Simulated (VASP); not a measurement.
FeO (rock salt type): single point with PBE

The system is FeO (rock salt type).

```
Fe O
1.0
     0.00000    2.04624    2.04624
     2.04624    0.00000    2.04624
     2.04624    2.04624    0.00000
Fe O
1 1
Direct
  0.00000 0.00000 0.00000
  0.50000 0.50000 0.50000
```

| Property | Result |
| --- | --- |
| Program | VASP 6.6.1 |
| Task | single point |
| Functional | PBE |
| Potentials or basis | VASP PAW PBE potentials, release 64 (Fe, O) |
| Cutoff | 520 eV |
| k mesh | 46 × 46 × 46 |
| Occupations | fermi-dirac, width 0.0612256 eV |
| Spin | no spin polarisation |
| Dipole correction | no |
| Further INCAR settings | ALGO = Normal; EDIFF = 1e-06; NBANDS = 14 |

| Property | Result |
| --- | --- |
| Pressure | 1.3 GPa |
| Band gap on the k mesh | zero (bands 7 and 8 overlap by 1.09 eV) |

Levels at points of the mesh, in eV from the Fermi level:
| k point | band 5 | band 6 | band 7 | band 8 | band 9 | band 10 |
| --- | --- | --- | --- | --- | --- | --- |
| (0.00, 0.00, 0.00) | -1.69 | -1.69 | -1.69 | -1.06 | -1.06 | 1.87 |
| (0.50, 0.00, 0.00) | -0.39 | -0.39 | -0.08 | 2.16 | 2.16 | 5.33 |
| (0.50, 0.50, 0.00) | -3.23 | -0.45 | 0.03 | 0.03 | 0.29 | 7.81 |

Wall time 7.7 min on 1 thread of AMD EPYC 9R14 (Zen 4), on a shared host, peak memory 0.65 GiB.

Caveat: the run has no spin polarisation, though such a crystal can be magnetic; semilocal functionals often make such compounds metallic where correlation or magnetic order opens a gap, which also shifts bond lengths. Spin polarisation is off, so any magnetic state and its effect on volume and gap are missing.
